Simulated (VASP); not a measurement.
The system is AlP.

```
CELL_PARAMETERS angstrom
0.00000 2.73926 2.73926
2.73926 0.00000 2.73926
2.73926 2.73926 0.00000
ATOMIC_POSITIONS crystal
Al 0.00000 0.00000 0.00000
P 0.25000 0.25000 0.25000
```

Program: VASP 6.6.1. Alike in all runs: task single point; potentials or basis VASP PAW PBE potentials, release 64 (Al, P); no spin polarisation; cell as given; k mesh 4 × 4 × 4; smearing gaussian 0.01 eV. Hardware: 1 thread of AMD EPYC 7R43 64-Core Processor (Zen 3), with other jobs on the host.

Order these runs on this cell by their wall time, lowest first.
A. level PBE; cutoff (eV) 500
B. level HSE06; cutoff (eV) 400; grid for exact exchange (PRECFOCK) Normal; screening parameter 0.2079 1/Å
C. level r2SCAN; cutoff (eV) 550

A (4.5 s), C (28 s), B (69 s).

Caveats: all runs use coarse meshes.
